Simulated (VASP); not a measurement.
A run of VASP 6.6.1 is set up as follows.

INCAR

```
SYSTEM = Sc
PREC = Accurate ; ENCUT = 520
EDIFF = 1E-6 ; ISMEAR = -1
SIGMA = 0.1 ; LREAL = .False.
LASPH = .True. ; NELM = 60
ALGO = Normal ; ISIF = 2
LWAVE = .False. ; LCHARG = .False.
NBANDS = 12
```

File KPOINTS:

```
Automatic mesh
0
Gamma
  18 18 18
  0 0 0
```

Contents of POSCAR:

```
Sc
1.0
    2.8544500454      0.0000000000      0.0000000000
    0.0000000000      2.8544500454      0.0000000000
    0.0000000000      0.0000000000      2.8544500454
Sc
1
Direct
    0.0000000000      0.0000000000      0.0000000000
```

Potentials or basis: VASP PAW LDA potentials, release 64 (Sc_sv).

Command:

```bash
$ cat potpaw_LDA.64/Sc_sv/POTCAR > POTCAR
$ mpirun -np 1 vasp_std > vasp.out
```

**Question.** Estimate the pressure.

**Answer.** 0.0 GPa.

**Question.** Predict the band gap on the k mesh.

**Answer.** Zero (an odd number of electrons rules out a gap without spin polarisation).
